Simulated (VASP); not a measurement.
A run of VASP 6.6.1 is set up as follows.

Contents of POSCAR:

```
CaI
1.0
    4.1468204634      0.0000000000      0.0000000000
   -2.0734102317      3.5912518662      0.0000000000
    0.0000000000      0.0000000000      4.5762290000
I Ca
1 1
Direct
    0.6666666667      0.3333333333      0.0000000000
    0.0000000000      0.0000000000      0.5000000000
```

Contents of INCAR.step1:

```
PREC = Accurate
ENCUT = 400
EDIFF = 1E-5
ISMEAR = -1
SIGMA = 0.05
LREAL = False
LASPH = True
NELM = 120
ALGO = Normal
ISIF = 2
LWAVE = True
LCHARG = False
GGA = PE
NBANDS = 16
GGA_COMPAT = False
```

File INCAR.step2:

```
PREC = Accurate
ENCUT = 400
EDIFF = 1E-6
ISMEAR = -1
SIGMA = 0.05
LREAL = False
LASPH = True
NELM = 120
ALGO = Normal
ISIF = 2
LWAVE = False
LCHARG = False
GGA = PE
LHFCALC = True
AEXX = 0.25
HFSCREEN = 0.4
PRECFOCK = Normal
ISTART = 1
NBANDS = 16
GGA_COMPAT = False
```

The input KPOINTS:

```
regular mesh
0
Gamma
  4 4 3
```

Potentials or basis: VASP PAW PBE potentials, release 64 (I, Ca_sv).

Run with:

```console
$ cat potpaw_PBE.64/I/POTCAR potpaw_PBE.64/Ca_sv/POTCAR > POTCAR
$ cp INCAR.step1 INCAR
$ mpirun -np 1 vasp_std > vasp.out
$ cp INCAR.step2 INCAR
$ mpirun -np 1 vasp_std > vasp.out
```

**Question.** Predict the pressure.

**Answer.** -0.5 GPa.

**Question.** What does it give for the band gap on the k mesh?

**Answer.** Zero (an odd number of electrons rules out a gap without spin polarisation).

Stress tensor (GPa, compression positive):
```
-0.34  0.00  0.00
 0.00 -0.34  0.00
 0.00  0.00 -0.71
```

Caveat: the k points lie up to 0.46 Å⁻¹ apart, too coarse for converged energies and pressures of a metal; the PAW data sets were made with another functional, which shifts forces and pressure a little; spin-orbit coupling is left out, which moves the levels of the heavy elements; an odd number of electrons without spin polarisation forces a metal; a magnetic or distorted state may lie lower.
